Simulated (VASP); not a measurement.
# ScMo3 (P4/mmm) in VASP: single point with PBE

Aim: the single point of ScMo3 with PBE.

Everything below comes from runs of VASP 6.6.1. Logs are shortened: lines on timing, memory, paths and dates and some standing lists are left out, and cuts for length are marked.

**1. The cell of the first run**

It takes space group P4/mmm (No. 123, tetragonal). Conventional cell: a = 4.575 Å, b = 4.575 Å, c = 3.173 Å, α = 90.00°, β = 90.00°, γ = 90.00°. Sc (site symmetry 4/mmm) has 12 Mo at 2.78 to 3.24 Å and 2 Sc at 3.17 Å within 3.7 Å. Within 3.7 Å of Mo (site symmetry mmm) lie 4 Sc at 2.78 Å and 10 Mo at 2.78 to 3.24 Å. Within 3.7 Å of Mo (site symmetry 4/mmm) lie 10 Mo at 2.78 to 3.17 Å and 4 Sc at 3.24 Å.

**2. Single point, PBE**

INCAR reads:

```
SYSTEM = ScMo3
PREC = Accurate
ENCUT = 520
EDIFF = 1E-6
ISMEAR = 0
SIGMA = 0.1
LREAL = .False.
LASPH = .True.
NELM = 80
ALGO = Fast
ISIF = 2
LWAVE = .False.
LCHARG = .True.
GGA = PE
LELF = .True.
LVHAR = .True.
NBANDS = 34
```

KPOINTS reads:

```
Automatic mesh
0
Gamma
  10 10 14
  0 0 0
```

POSCAR reads:

```
ScMo3
1.0
    4.5749939544      0.0000000000      0.0000000000
    0.0000000000      4.5749939544      0.0000000000
    0.0000000000      0.0000000000      3.1732639513
Sc Mo
1 3
Direct
    0.0000000000      0.0000000000      0.0000000000
    0.0000000000      0.5000000000      0.5000000000
    0.5000000000      0.5000000000      0.0000000000
    0.5000000000      0.0000000000      0.5000000000
```

Potentials or basis: VASP PAW PBE potentials, release 64 (Sc_sv, Mo_sv).

Launch:

```console
$ cat potpaw_PBE.64/Sc_sv/POTCAR potpaw_PBE.64/Mo_sv/POTCAR > POTCAR
$ mpirun -np 1 vasp_std > vasp.out
```

OUTCAR:

```text
SYSTEM = ScMo3
   PREC = Accurate
   ENCUT = 520
   EDIFF = 1E-6
   ISMEAR = 0
   LREAL = .False.
   LASPH = .True.
   NELM = 80
   ISIF = 2
   GGA = PE

 ion  position               nearest neighbor table
   1  0.000  0.000  0.000-   2 2.78   4 2.78   2 2.78   4 2.78   2 2.78   2 2.78   4 2.78   4 2.78
                             3 3.24   3 3.24   3 3.24   3 3.24
   2  0.000  0.500  0.500-   1 2.78   3 2.78   1 2.78   3 2.78   1 2.78   1 2.78   3 2.78   3 2.78
                             4 3.24   4 3.24   4 3.24   4 3.24
   3  0.500  0.500  0.000-   2 2.78   4 2.78   2 2.78   4 2.78   4 2.78   4 2.78   2 2.78   2 2.78
                             1 3.24   1 3.24   1 3.24   1 3.24
   4  0.500  0.000  0.500-   1 2.78   3 2.78   1 2.78   3 2.78   3 2.78   3 2.78   1 2.78   1 2.78
                             2 3.24   2 3.24   2 3.24   2 3.24

  LATTYP: Found a simple tetragonal cell.
 ALAT       =     4.5749939544
 C/A-ratio  =     0.6936105234

  Lattice vectors:

 A1 = (   4.5749939544,   0.0000000000,   0.0000000000)
 A2 = (   0.0000000000,   4.5749939544,   0.0000000000)
 A3 = (   0.0000000000,   0.0000000000,   3.1732639513)

Analysis of symmetry for initial positions (statically):
=====================================================================
 Subroutine PRICEL returns:
 Original cell was already a primitive cell.

 Routine SETGRP: Setting up the symmetry group for a
 simple tetragonal supercell.

 Subroutine GETGRP returns: Found 16 space group operations
 (whereof 16 operations were pure point group operations)
 out of a pool of 16 trial point group operations.

The static configuration has the point symmetry D_4h.

Analysis of symmetry for dynamics (positions and initial velocities):
=====================================================================
 Subroutine PRICEL returns:
 Original cell was already a primitive cell.

 Routine SETGRP: Setting up the symmetry group for a
 simple tetragonal supercell.

 Subroutine GETGRP returns: Found 16 space group operations
 (whereof 16 operations were pure point group operations)
 out of a pool of 16 trial point group operations.

The dynamic configuration has the point symmetry D_4h.

 Subroutine INISYM returns: Found 16 space group operations
 (whereof 16 operations are pure point group operations),
 and found     1 'primitive' translations

----------------------------------------------------------------------------------------

                                     Primitive cell

  volume of cell :      66.4182

  direct lattice vectors                    reciprocal lattice vectors
     4.574993954  0.000000000  0.000000000     0.218579524  0.000000000  0.000000000
     0.000000000  4.574993954  0.000000000     0.000000000  0.218579524  0.000000000
     0.000000000  0.000000000  3.173263951     0.000000000  0.000000000  0.315132941

  length of vectors
     4.574993954  4.574993954  3.173263951     0.218579524  0.218579524  0.315132941

  position of ions in fractional coordinates (direct lattice)
     0.000000000  0.000000000  0.000000000
     0.000000000  0.500000000  0.500000000
     0.500000000  0.500000000  0.000000000
     0.500000000  0.000000000  0.500000000

  ion indices of the primitive-cell ions
   primitive index   ion index
                 1           1
                 2           2
                 3           3
                 4           4

----------------------------------------------------------------------------------------

 KPOINTS: Automatic mesh

Automatic generation of k-mesh.
 Grid dimensions read from file:
 generate k-points for:   10   10   14

 Generating k-lattice:

  Cartesian coordinates                     Fractional coordinates (reciprocal lattice)
     0.021857952  0.000000000  0.000000000     0.100000000  0.000000000  0.000000000
     0.000000000  0.021857952  0.000000000     0.000000000  0.100000000  0.000000000
     0.000000000  0.000000000  0.022509496     0.000000000  0.000000000  0.071428571

  Length of vectors
     0.021857952  0.021857952  0.022509496

  Shift w.r.t. Gamma in fractional coordinates (k-lattice)
     0.000000000  0.000000000  0.000000000

 Subroutine IBZKPT returns following result:
 ===========================================

 Found    168 irreducible k-points:

 Following reciprocal coordinates:
            Coordinates               Weight
  0.000000  0.000000  0.000000      1.000000
  0.100000  0.000000  0.000000      4.000000
  0.200000  0.000000  0.000000      4.000000
  0.300000  0.000000  0.000000      4.000000
  0.400000  0.000000  0.000000      4.000000
  0.500000  0.000000  0.000000      2.000000
[... 16 lines left out ...]
  0.100000  0.000000  0.071429      8.000000
  0.200000  0.000000  0.071429      8.000000
 [... further k-points ...]
   k-points           NKPTS =    168   k-points in BZ     NKDIM =    168   number of bands    NBANDS=     34
   number of dos      NEDOS =    301   number of ions     NIONS =      4
   total plane-waves  NPLWV =  31104
   dimension x,y,z NGX =    36 NGY =   36 NGZ =   24
   dimension x,y,z NGXF=    72 NGYF=   72 NGZF=   48
   ions per type =               1   3
   NGX,Y,Z   is equivalent  to a cutoff of  13.08, 13.08, 12.57 a.u.
   NGXF,Y,Z  is equivalent  to a cutoff of  26.16, 26.16, 25.15 a.u.
 SYSTEM =  ScMo3
   PREC   = accura    normal or accurate (medium, high low for compatibility)
   ISTART =      0    job   : 0-new  1-cont  2-samecut
   ICHARG =      2    charge: 1-file 2-atom 10-const
   ISPIN  =      1    spin polarized calculation?
   LNONCOLLINEAR =      F non collinear calculations
   LSORBIT =      F    spin-orbit coupling
   LASPH  =      T    aspherical Exc in radial PAW
   ENCUT  =  520.0 eV  38.22 Ry    6.18 a.u.   8.51  8.51  5.90*2*pi/ulx,y,z
   NELM   =     80;   NELMIN=  2; NELMDL= -5     # of ELM steps
   EDIFF  = 0.1E-05   stopping-criterion for ELM
   LREAL  =      F    real-space projection
   EDIFFG = 0.1E-04   stopping-criterion for IOM
   NSW    =      0    number of steps for IOM
   IBRION =     -1    ionic relax: 0-MD 1-quasi-New 2-CG
   NFREE  =      0    steps in history (QN), initial steepest desc. (CG)
   ISIF   =      2    stress and relaxation
   ISYM   =      2    0-nonsym 1-usesym 2-fastsym
   POTIM  = 0.5000    time-step for ionic-motion
   TEBEG  =    0.0;   TEEND  =   0.0 temperature during run
   PSTRESS=    0.0 pullay stress
   NELECT =      53.0000    total number of electrons
   NUPDOWN=      -1.0000    fix difference up-down
   EMIN   =  10.00;   EMAX   =-10.00  energy-range for DOS
   EFERMI =   0.00;   METHOD = LEGACY
   ISMEAR =     0;   SIGMA  =   0.10  broadening in eV -4-tet -1-fermi 0-gaus
   EFERMI_NEDOS =   21; number of points for ismear=-14 and -15
   IALGO  =     68    algorithm
   IMIX   =      4    mixing-type and parameters
     AMIX     =   0.40;   BMIX     =  1.00
     AMIX_MAG =   1.60;   BMIX_MAG =  1.00
  volume/ion in A,a.u.               =      16.60       112.05
  Fermi-wavevector in a.u.,A,eV,Ry     =   1.518464  2.869480 31.371382  2.305732
  Thomas-Fermi vector in A             =   2.627581
   LORBIT       =      0    0 simple, 1 ext, 2 COOP (PROOUT), +10 PAW based schemes
   GGA     = PE    functional components
   LHFCALC =     F    Hartree Fock is set to
   AEXX    =    0.0000 exact exchange contribution
   IVDW    =     0    specifies the selected vdW correction
   LEPSILON=     F    determine dielectric tensor
   LRPA    =     F    only Hartree local field effects (RPA)
 non-spin polarized calculation
 RMM-DIIS sequential band-by-band and
 Gauss-broadening in eV      SIGMA  =   0.10
  energy-cutoff  :      520.00
  volume of cell :       66.42
 maximum number of plane-waves:      1808
 NGX is ok and might be reduce to    36
   NGX = 17   NGY = 17   NGZ = 11

 number of electron      53.0000006 magnetization

 Free energy of the ion-electron system (eV)
  ---------------------------------------------------
  ext. energy  EPLUGINS =         0.00000000
  ---------------------------------------------------
  free energy    TOTEN  =       -38.37564804 eV

  energy without entropy =      -38.35125270  energy(sigma->0) =      -38.36345037

 E-fermi :   9.8324     XC(G=0): -12.6739

 val. band max:        9.8318714603   @ k =   0.1000   0.0000   0.3571
 cond. band min:       9.8333304157   @ k =   0.3000   0.0000   0.0714
 fundamental gap:      0.0014589554
 Fermi energy:         9.8323857921

 k-point     1 :       0.0000    0.0000    0.0000
  band No.  band energies     occupation
      1     -50.8371      2.00000
      2     -50.4902      2.00000
      3     -50.4696      2.00000
      4     -38.0591      2.00000
      5     -25.2901      2.00000
      6     -25.2901      2.00000
[... 26 lines left out ...]
     33      13.7134      0.00000
     34      14.4142      0.00000

 k-point     2 :       0.1000    0.0000    0.0000
  band No.  band energies     occupation
      1     -50.8349      2.00000
      2     -50.4910      2.00000
      3     -50.4710      2.00000
      4     -38.0594      2.00000
      5     -25.2878      2.00000
      6     -25.2672      2.00000
[... 26 lines left out ...]
     33      13.6225      0.00000
     34      14.6129      0.00000

 k-point     3 :       0.2000    0.0000    0.0000
  band No.  band energies     occupation
      1     -50.8292      2.00000
      2     -50.4938      2.00000
      3     -50.4742      2.00000
      4     -38.0604      2.00000
      5     -25.2817      2.00000
      6     -25.2010      2.00000
[... 26 lines left out ...]
     33      13.4157      0.00000
     34      13.5603      0.00000
[... 704 lines left out ...]
 k-point    23 :       0.1000    0.0000    0.0714
  band No.  band energies     occupation
      1     -50.8320      2.00000
      2     -50.4901      2.00000
      3     -50.4722      2.00000
      4     -38.0581      2.00000
      5     -25.2751      2.00000
      6     -25.2567      2.00000
[... 26 lines left out ...]
     33      13.6894      0.00000
     34      14.1405      0.00000

 k-point    24 :       0.2000    0.0000    0.0714
  band No.  band energies     occupation
      1     -50.8265      2.00000
      2     -50.4929      2.00000
      3     -50.4751      2.00000
      4     -38.0589      2.00000
      5     -25.2690      2.00000
      6     -25.1972      2.00000
[... 26 lines left out ...]
     33      13.3109      0.00000
     34      13.4769      0.00000

 [... further k-points ...]

------------------------ aborting loop because EDIFF is reached ----------------------------------------

  FORCE on cell =-STRESS in cart. coord.  units (eV):
  Direction    XX          YY          ZZ          XY          YZ          ZX
  --------------------------------------------------------------------------------------
  -------------------------------------------------------------------------------------
  Total        0.1720312      0.1720312      0.1785422      0.0000000     -0.0000000      0.0000000
  in kB        4.1498323      4.1498323      4.3068938      0.0000000     -0.0000000      0.0000000
  external PRESSURE =       4.2021862 kB  Pullay stress =       0.0000000 kB

 VOLUME and BASIS-vectors are now :
 -----------------------------------------------------------------------------
  energy-cutoff  :      520.00
  volume of cell :       66.42
      direct lattice vectors                 reciprocal lattice vectors
     4.574993954  0.000000000  0.000000000     0.218579524  0.000000000  0.000000000
     0.000000000  4.574993954  0.000000000     0.000000000  0.218579524  0.000000000
     0.000000000  0.000000000  3.173263951     0.000000000  0.000000000  0.315132941

 POSITION                                       TOTAL-FORCE (eV/Angst)
 -----------------------------------------------------------------------------------
      0.00000      0.00000      0.00000         0.000000      0.000000      0.000000
      0.00000      2.28750      1.58663         0.000000      0.000000      0.000000
      2.28750      2.28750      0.00000         0.000000      0.000000      0.000000
      2.28750      0.00000      1.58663         0.000000      0.000000      0.000000
 -----------------------------------------------------------------------------------
    total drift:                                0.000000      0.000000      0.000000

  FREE ENERGIE OF THE ION-ELECTRON SYSTEM (eV)
  ---------------------------------------------------
  free  energy   TOTEN  =       -38.3756480356 eV

  energy  without entropy=      -38.3512526963  energy(sigma->0) =      -38.36345037
```

It took 12 min on 1 thread of Intel Xeon 8259CL, shared host; peak memory 0.42 GiB.

What came out:

```yaml
Free_energy: -38.3756 eV
Pressure: 0.4 GPa
Band_gap_on_the_k_mesh: zero (an odd number of electrons rules out a gap without spin polarisation)
```
